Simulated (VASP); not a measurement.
A run of VASP 6.6.1:

The input INCAR:

```
SYSTEM = C
PREC = Accurate
ENCUT = 520
EDIFF = 1E-6
ISMEAR = -1
SIGMA = 0.02
LREAL = .FALSE.
LASPH = .TRUE.
NELM = 60
ALGO = Normal
ISIF = 2
LWAVE = .FALSE.
LCHARG = .TRUE.
GGA = PE
LELF = .TRUE.
LVHAR = .TRUE.
NBANDS = 11
```

The input KPOINTS:

```
regular mesh
0
G
  10 10 10
  0 0 0
```

Contents of POSCAR:

```
C
1.0
    0.0000000000      1.7833700000      1.7833700000
    1.7833700000      0.0000000000      1.7833700000
    1.7833700000      1.7833700000      0.0000000000
C
2
Direct
    0.0000000000      0.0000000000      0.0000000000
    0.2500000000      0.2500000000      0.2500000000
```

Potentials or basis: VASP PAW PBE potentials, release 64 (C).

The run is started by

```sh
$ cat potpaw_PBE.64/C/POTCAR > POTCAR
$ mpirun -np 1 vasp_std > vasp.out
```

Hardware: 1 thread of AMD EPYC 9R45 96-Core Processor (Zen 5) (shared host).

**Question.** How long does it take, and how much memory?

**Answer.** Wall time 3.9 s on 1 thread of AMD EPYC 9R45 96-Core Processor (Zen 5), on a shared host, peak memory 0.09 GiB. Counts: scf iterations 11, k points 47.
